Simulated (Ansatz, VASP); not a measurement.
**One calculation of Cd3F, two programs**

INCAR

```
SYSTEM = Cd3F
ALGO     = Normal         ! electronic algorithm
EDIFF    = 1E-6           ! SCF threshold, eV
ENCUT    = 520            ! plane-wave cutoff, eV
GGA      = PE             ! functional
ISIF     = 2              ! what is computed and relaxed
ISMEAR   = 0              ! smearing method
ISPIN    = 2              ! spin polarisation
LASPH    = .TRUE.         ! aspherical terms in the spheres
LCHARG   = .TRUE.         ! write CHGCAR
LELF     = .TRUE.         ! ELF
LORBIT   = 11             ! projections on sites
LREAL    = .FALSE.        ! projectors in reciprocal space
LVHAR    = .TRUE.       
LWAVE    = .FALSE.        ! write WAVECAR
MAGMOM   = 0 0 0 0 0 0 1 1 ! initial moments
NBANDS   = 57             ! bands
NELM     = 150            ! most SCF steps
PREC     = Accurate       ! precision mode
SIGMA    = 0.1            ! smearing width, eV
```

KPOINTS

```
k-points
0
G
  4 4 4
  0 0 0
```

Contents of POSCAR:

```
Cd3F
1.0
    5.3082021200      0.0000000000      0.0000000000
    0.0000000000      5.3082021200      0.0000000000
    0.0000000000      0.0000000000      5.3082021200
Cd F
6 2
Direct
    0.2500000000      0.0000000000      0.5000000000
    0.7500000000      0.0000000000      0.5000000000
    0.0000000000      0.5000000000      0.2500000000
    0.0000000000      0.5000000000      0.7500000000
    0.5000000000      0.7500000000      0.0000000000
    0.5000000000      0.2500000000      0.0000000000
    0.0000000000      0.0000000000      0.0000000000
    0.5000000000      0.5000000000      0.5000000000
```

Input for Ansatz:

```yaml
crystal:
  lattice:
    - [5.30820212, 0.0, 0.0]
    - [0.0, 5.30820212, 0.0]
    - [0.0, 0.0, 5.30820212]
  atoms:
    - { symbol: Cd, position: [0.25, 0.0, 0.5] }
    - { symbol: Cd, position: [0.75, 0.0, 0.5] }
    - { symbol: Cd, position: [0.0, 0.5, 0.25] }
    - { symbol: Cd, position: [0.0, 0.5, 0.75] }
    - { symbol: Cd, position: [0.5, 0.75, 0.0] }
    - { symbol: Cd, position: [0.5, 0.25, 0.0] }
    - { symbol: F, position: [0.0, 0.0, 0.0], spin: 1.0 }
    - { symbol: F, position: [0.5, 0.5, 0.5], spin: 1.0 }
basis:
  ecutwfc: 420
kpoints:
  mp_grid: { grid: [4, 4, 4] }
hamiltonian:
  xc: pbe
scf:
  occupations: { method: gaussian, width: 0.1 }
  lower_state_search: "off"
output:
  forces: true
  stress: true
  eigenvalues: true
  populations: true
magnetization:
  spin_polarized: true
```

Change from the starting cell: species swapped into the Mo3Os type (Pm-3n, No. 223).

Alike in both runs: task single point; functional PBE; k mesh 4 × 4 × 4; occupations gaussian, width 0.1 eV; collinear spin.

```csv
,VASP,Ansatz
version,VASP 6.6.1,Ansatz 0.2.0
potentials or method,"VASP PAW PBE potentials, release 64 (Cd, F), cutoff 520 eV","scalar-relativistic, plane waves, PAW"
valence electrons in the cell,86,134
```

|  | VASP | Ansatz | Ansatz less VASP |
| --- | --- | --- | --- |
| gap on the k mesh at the Fermi level (eV) | none | none | - |
| pressure (GPa) | 6.0 | 5.7 | -0.36 |
| net moment per atom (μB) | 0.00 | 0.00 | 0.000 |

A gap of «none» marks a metal or a gap that the smearing closes. With one functional, cell and mesh, what is left measures potentials, basis and numerics. VASP's potentials hold 86 valence electrons a cell and Ansatz's 134, so a difference there can come from the potentials and not from the codes. Ansatz's warnings: seeded moment not kept.
